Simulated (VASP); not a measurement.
# Si3Bi2TeSe2 (Cm) in VASP: relaxation of cell and atoms with PBE

Aim: the relaxation of cell and atoms of Si3Bi2TeSe2 with PBE.

Program: VASP 6.6.1. These are calculated values, not measurements. Logs are shortened: lines on timing, memory, paths and dates and some standing lists are left out, and cuts for length are marked.

## (1) The cell of the first run

Symmetry: Cm, No. 8, monoclinic system. The conventional cell has a = 6.885 Å, b = 3.814 Å, c = 15.733 Å, α = 90.00°, β = 101.70°, γ = 90.00°. Si (site symmetry m) has 3 Se at 2.43 to 2.80 Å and 4 Si at 2.58 to 3.31 Å within 3.4 Å. Si (site symmetry m) has 6 Si at 2.39 to 3.31 Å within 3.4 Å. Within 3.2 Å of Si (site symmetry m) lie 1 Se at 2.37 Å and 4 Si at 2.39 to 3.12 Å. Bi (site symmetry m) has 3 Se at 2.97 to 3.01 Å and 3 Te at 3.24 to 3.25 Å and 6 Bi at 3.81 to 3.94 Å within 4.0 Å. Within 4.2 Å of Bi (site symmetry m) lie 3 Te at 3.16 to 3.21 Å and 3 Se at 3.21 to 3.76 Å and 6 Bi at 3.81 to 3.94 Å. Te (site symmetry m) has 6 Bi at 3.16 to 3.25 Å and 6 Te at 3.81 to 3.94 Å within 4.2 Å. Se (site symmetry m) has 1 Si at 2.37 Å and 3 Bi at 2.97 to 3.01 Å within 3.1 Å. Within 3.3 Å of Se (site symmetry m) lie 3 Si at 2.43 to 2.80 Å and 2 Bi at 3.21 Å.

## (2) Relaxation of cell and atoms, PBE

The input, INCAR:

```
PREC = Accurate ; ENCUT = 600
EDIFF = 1E-7 ; ISMEAR = 0
SIGMA = 0.1 ; LREAL = F
LASPH = T ; NELM = 60
ALGO = Fast ; ISIF = 3
LWAVE = F ; LCHARG = F
GGA = PE ; IBRION = 2
NSW = 80 ; EDIFFG = -0.001
```

The input, KPOINTS:

```
regular mesh
0
Gamma
  10 10 2
```

The input, POSCAR:

```
Si3Bi2TeSe2
1.0
    3.4426309879     -1.9067793045      0.0145644693
    3.4426309879      1.9067793045      0.0145644693
   -3.2550901683      0.0000000000     15.3928149902
Si Bi Te Se
3 2 1 2
Direct
    0.3915457619      0.3915457619      0.5988949325
    0.7588765632      0.7588765632      0.4920359429
    0.0537627652      0.0537627652      0.4337209806
    0.6125302378      0.6125302378      0.1513319443
    0.8159384873      0.8159384873      0.8537364110
    0.2161809315      0.2161809315      0.9994164711
    0.9944907614      0.9944907614      0.2797918734
    0.1483315042      0.1483315042      0.6910714441
```

Potentials or basis: VASP PAW PBE potentials, release 64 (Si, Bi_d, Te, Se).

Command:

```
$ cat potpaw_PBE.64/Si/POTCAR potpaw_PBE.64/Bi_d/POTCAR potpaw_PBE.64/Te/POTCAR potpaw_PBE.64/Se/POTCAR > POTCAR
$ mpirun -np 1 vasp_std > vasp.out
```

OUTCAR:

```text
PREC = Accurate
   ENCUT = 600
   EDIFF = 1E-7
   ISMEAR = 0
   LREAL = F
   LASPH = T
   NELM = 60
   ISIF = 3
   GGA = PE
   IBRION = 2
   NSW = 80
   EDIFFG = -0.001

 ion  position               nearest neighbor table
   1  0.392  0.392  0.599-   8 2.43   2 2.58   2 2.58   8 2.80   8 2.80   3 3.12
   2  0.759  0.759  0.492-   3 2.39   3 2.44   3 2.44   1 2.58   1 2.58
   3  0.054  0.054  0.434-   7 2.37   2 2.39   2 2.44   2 2.44   1 3.12
   4  0.613  0.613  0.151-   7 2.97   7 3.01   7 3.01   6 3.24   6 3.25   6 3.25
   5  0.816  0.816  0.854-   6 3.16   6 3.16   6 3.21   8 3.21   8 3.21
   6  0.216  0.216  0.999-   5 3.16   5 3.16   5 3.21   4 3.24   4 3.25   4 3.25
   7  0.994  0.994  0.280-   3 2.37   4 2.97   4 3.01   4 3.01
   8  0.148  0.148  0.691-   1 2.43   1 2.80   1 2.80   5 3.21   5 3.21

  LATTYP: Found a base centered monoclinic cell.
 ALAT       =     6.8853235923
 B/A-ratio  =     0.5538677388
 C/A-ratio  =     2.2850378309
 COS(beta)  =    -0.2027518495

  Lattice vectors:

 A1 = (   3.4426309879,  -1.9067793045,   0.0145644693)
 A2 = (   3.4426309879,   1.9067793045,   0.0145644693)
 A3 = (  -3.2550901683,   0.0000000000,  15.3928149902)

Analysis of symmetry for initial positions (statically):
=====================================================================
 Subroutine PRICEL returns:
 Original cell was already a primitive cell.

 Routine SETGRP: Setting up the symmetry group for a
 base centered monoclinic supercell.

 Subroutine GETGRP returns: Found  2 space group operations
 (whereof  2 operations were pure point group operations)
 out of a pool of  4 trial point group operations.

The static configuration has the point symmetry C_1h.

Analysis of symmetry for dynamics (positions and initial velocities):
=====================================================================
 Subroutine PRICEL returns:
 Original cell was already a primitive cell.

 Routine SETGRP: Setting up the symmetry group for a
 base centered monoclinic supercell.

 Subroutine GETGRP returns: Found  2 space group operations
 (whereof  2 operations were pure point group operations)
 out of a pool of  4 trial point group operations.

The dynamic configuration has the point symmetry C_1h.

 Subroutine INISYM returns: Found  2 space group operations
 (whereof  2 operations are pure point group operations),
 and found     1 'primitive' translations

----------------------------------------------------------------------------------------

                                     Primitive cell

  volume of cell :     202.2681

  direct lattice vectors                    reciprocal lattice vectors
     3.442630988 -1.906779305  0.014564469     0.145107937 -0.262222271  0.030685707
     3.442630988  1.906779305  0.014564469     0.145107937  0.262222271  0.030685707
    -3.255090168  0.000000000 15.392814990    -0.000274598  0.000000000  0.064907306

  length of vectors
     3.935445027  3.935445027 15.733224886     0.301261424  0.301261424  0.064907887

  position of ions in fractional coordinates (direct lattice)
     0.391545762  0.391545762  0.598894933
     0.758876563  0.758876563  0.492035943
     0.053762765  0.053762765  0.433720981
     0.612530238  0.612530238  0.151331944
     0.815938487  0.815938487  0.853736411
     0.216180931  0.216180931  0.999416471
     0.994490761  0.994490761  0.279791873
     0.148331504  0.148331504  0.691071444

  ion indices of the primitive-cell ions
   primitive index   ion index
                 1           1
                 2           2
                 3           3
                 4           4
                 5           5
                 6           6
                 7           7
                 8           8

----------------------------------------------------------------------------------------

 KPOINTS: regular mesh

Automatic generation of k-mesh.
 Grid dimensions read from file:
 generate k-points for:   10   10    2

 Generating k-lattice:

  Cartesian coordinates                     Fractional coordinates (reciprocal lattice)
     0.014510794 -0.026222227  0.003068571     0.100000000 -0.000000000  0.000000000
     0.014510794  0.026222227  0.003068571    -0.000000000  0.100000000  0.000000000
    -0.000137299  0.000000000  0.032453653     0.000000000  0.000000000  0.500000000

  Length of vectors
     0.030126142  0.030126142  0.032453944

  Shift w.r.t. Gamma in fractional coordinates (k-lattice)
     0.000000000  0.000000000  0.000000000

 Subroutine IBZKPT returns following result:
 ===========================================

 Found     62 irreducible k-points:

 Following reciprocal coordinates:
            Coordinates               Weight
  0.000000  0.000000  0.000000      1.000000
  0.100000  0.000000 -0.000000      4.000000
  0.200000  0.000000 -0.000000      4.000000
  0.300000  0.000000  0.000000      4.000000
  0.400000  0.000000  0.000000      4.000000
  0.500000  0.000000 -0.000000      2.000000
[... 16 lines left out ...]
  0.300000  0.300000  0.000000      2.000000
  0.400000  0.300000  0.000000      4.000000
 [... further k-points ...]
   k-points           NKPTS =     62   k-points in BZ     NKDIM =     62   number of bands    NBANDS=     36
   number of dos      NEDOS =    301   number of ions     NIONS =      8
   total plane-waves  NPLWV = 129024
   dimension x,y,z NGX =    32 NGY =   32 NGZ =  126
   dimension x,y,z NGXF=    64 NGYF=   64 NGZF=  252
   ions per type =               3   2   1   2
   NGX,Y,Z   is equivalent  to a cutoff of  13.52, 13.52, 13.31 a.u.
   NGXF,Y,Z  is equivalent  to a cutoff of  27.04, 27.04, 26.63 a.u.
 SYSTEM =  unknown system
   PREC   = accura    normal or accurate (medium, high low for compatibility)
   ISTART =      0    job   : 0-new  1-cont  2-samecut
   ICHARG =      2    charge: 1-file 2-atom 10-const
   ISPIN  =      1    spin polarized calculation?
   LNONCOLLINEAR =      F non collinear calculations
   LSORBIT =      F    spin-orbit coupling
   LASPH  =      T    aspherical Exc in radial PAW
   ENCUT  =  600.0 eV  44.10 Ry    6.64 a.u.   7.86  7.86 31.42*2*pi/ulx,y,z
   NELM   =     60;   NELMIN=  2; NELMDL= -5     # of ELM steps
   EDIFF  = 0.1E-06   stopping-criterion for ELM
   LREAL  =      F    real-space projection
   EDIFFG = -.1E-02   stopping-criterion for IOM
   NSW    =     80    number of steps for IOM
   IBRION =      2    ionic relax: 0-MD 1-quasi-New 2-CG
   NFREE  =      1    steps in history (QN), initial steepest desc. (CG)
   ISIF   =      3    stress and relaxation
   ISYM   =      2    0-nonsym 1-usesym 2-fastsym
   POTIM  = 0.5000    time-step for ionic-motion
   TEBEG  =    0.0;   TEEND  =   0.0 temperature during run
   PSTRESS=    0.0 pullay stress
   NELECT =      60.0000    total number of electrons
   NUPDOWN=      -1.0000    fix difference up-down
   EMIN   =  10.00;   EMAX   =-10.00  energy-range for DOS
   EFERMI =   0.00;   METHOD = LEGACY
   ISMEAR =     0;   SIGMA  =   0.10  broadening in eV -4-tet -1-fermi 0-gaus
   EFERMI_NEDOS =   21; number of points for ismear=-14 and -15
   IALGO  =     68    algorithm
   IMIX   =      4    mixing-type and parameters
     AMIX     =   0.40;   BMIX     =  1.00
     AMIX_MAG =   1.60;   BMIX_MAG =  1.00
  volume/ion in A,a.u.               =      25.28       170.62
  Fermi-wavevector in a.u.,A,eV,Ry     =   1.091816  2.063233 16.218992  1.192062
  Thomas-Fermi vector in A             =   2.228069
   LORBIT       =      0    0 simple, 1 ext, 2 COOP (PROOUT), +10 PAW based schemes
   GGA     = PE    functional components
   LHFCALC =     F    Hartree Fock is set to
   AEXX    =    0.0000 exact exchange contribution
   IVDW    =     0    specifies the selected vdW correction
   LEPSILON=     F    determine dielectric tensor
   LRPA    =     F    only Hartree local field effects (RPA)
 conjugate gradient relaxation of ions
 non-spin polarized calculation
 RMM-DIIS sequential band-by-band and
 Gauss-broadening in eV      SIGMA  =   0.10
  energy-cutoff  :      600.00
  volume of cell :      202.27
 maximum number of plane-waves:      6798
   NGX = 15   NGY = 15   NGZ = 63

--------------------------------------- Ionic step        1  -------------------------------------------

 number of electron      59.9999999 magnetization

 Free energy of the ion-electron system (eV)
  ---------------------------------------------------
  ext. energy  EPLUGINS =         0.00000000
  ---------------------------------------------------
  free energy    TOTEN  =       -33.77266103 eV

  energy without entropy =      -33.75525986  energy(sigma->0) =      -33.76396045

------------------------ aborting loop because EDIFF is reached ----------------------------------------

  FORCE on cell =-STRESS in cart. coord.  units (eV):
  Direction    XX          YY          ZZ          XY          YZ          ZX
  --------------------------------------------------------------------------------------
  -------------------------------------------------------------------------------------
  Total       -0.0178986     -0.0343555      0.0313455      0.0000000      0.0000000      0.0013071
  in kB       -0.1417758     -0.2721323      0.2482897      0.0000000      0.0000000      0.0103534
  external PRESSURE =      -0.0552062 kB  Pullay stress =       0.0000000 kB
[... 107 lines left out ...]
  FREE ENERGIE OF THE ION-ELECTRON SYSTEM (eV)
  ---------------------------------------------------
  free  energy   TOTEN  =       -33.7726828163 eV

  energy  without entropy=      -33.7552831294  energy(sigma->0) =      -33.76398297

[... ionic steps 4 to 14 ...]

--------------------------------------- Ionic step       15  -------------------------------------------

 number of electron      60.0000000 magnetization

------------------------ aborting loop because EDIFF is reached ----------------------------------------
[... 79 lines left out ...]
--------------------------------------- Ionic step       17  -------------------------------------------

 number of electron      60.0000000 magnetization

 Free energy of the ion-electron system (eV)
  ---------------------------------------------------
  ext. energy  EPLUGINS =         0.00000000
  ---------------------------------------------------
  free energy    TOTEN  =       -33.77270451 eV

  energy without entropy =      -33.75526518  energy(sigma->0) =      -33.76398485

 E-fermi :   6.2999     XC(G=0):  -9.7364

 val. band max:        6.2931006470   @ k =  -0.4000   0.3000   0.0000
 cond. band min:       6.3003825466   @ k =  -0.2000   0.2000   0.0000
 fundamental gap:      0.0072818996
 Fermi energy:         6.2999071223

 k-point     1 :       0.0000    0.0000    0.0000
  band No.  band energies     occupation
      1     -17.0881      2.00000
      2     -17.0596      2.00000
      3     -17.0515      2.00000
      4     -17.0479      2.00000
      5     -17.0358      2.00000
      6     -17.0007      2.00000
[... 925 lines left out ...]
     35       8.3476      0.00000
     36       8.7907      0.00000

 [... further k-points ...]
[... 5 lines left out ...]
  --------------------------------------------------------------------------------------
  -------------------------------------------------------------------------------------
  Total        0.0000508     -0.0041626     -0.0061665      0.0000000      0.0000000     -0.0018487
  in kB        0.0004022     -0.0329855     -0.0488642      0.0000000      0.0000000     -0.0146495
  external PRESSURE =      -0.0271492 kB  Pullay stress =       0.0000000 kB
[... 23 lines left out ...]
  FREE ENERGIE OF THE ION-ELECTRON SYSTEM (eV)
  ---------------------------------------------------
  free  energy   TOTEN  =       -33.7727045119 eV

  energy  without entropy=      -33.7552651817  energy(sigma->0) =      -33.76398485

 reached required accuracy - stopping structural energy minimisation
```

Wall time 1.8 h (1 thread of Oxide Virtual Turin-like, shared host); peak memory 0.75 GiB.

What came out:

```yaml
Free_energy: -33.7727 eV
Relaxed_volume: 25.27 Å³/atom
Relaxed_cell: a = 3.933 Å, b = 3.933 Å, c = 15.749 Å, α = 100.19°, β = 100.19°, γ = 57.95°
Space_group_after_relaxing_to_0.1_Å: Cm (No. 8)
Energy_gained_by_relaxing: 0.0 meV/atom
Ionic_steps: 17
Pressure_after_relaxing: 0.0 GPa
Band_gap_on_the_k_mesh: zero (bands 30 and 31 overlap by 1.76 eV)
```

Final structure:
```
Si Bi Te Se
1.0
     3.44033   -1.90520    0.01489
     3.44033    1.90520    0.01489
    -3.25151    0.00000   15.40952
Si Bi Te Se
3 2 1 2
Direct
  0.39167 0.39167 0.59889
  0.75891 0.75891 0.49191
  0.05388 0.05388 0.43369
  0.61262 0.61262 0.15145
  0.81606 0.81606 0.85394
  0.21630 0.21630 0.99943
  0.99453 0.99453 0.27981
  0.14769 0.14769 0.69088
```

Levels at points of the mesh, in eV from the Fermi level:
```tsv
k point	band 27	band 28	band 29	band 30	band 31	band 32	band 33	band 34
(0.00, 0.00, 0.00)	-0.52	-0.35	-0.21	1.05	1.51	1.58	1.71	1.93
(0.50, 0.00, 0.00)	-2.06	-1.89	-1.67	-1.36	0.20	0.67	0.78	1.33
(0.50, 0.50, 0.00)	-1.96	-1.78	-1.18	-0.74	0.49	0.90	0.90	1.30
(0.00, 0.00, 0.50)	-0.50	-0.20	0.13	1.00	1.28	1.65	1.74	2.02
(0.50, 0.00, 0.50)	-2.38	-1.89	-1.48	-0.89	-0.11	0.51	0.71	1.25
(0.50, 0.50, 0.50)	-1.72	-1.54	-1.40	-0.95	0.19	0.86	1.23	1.82
```

Caveat: spin-orbit coupling is left out, which moves the levels of the heavy elements.
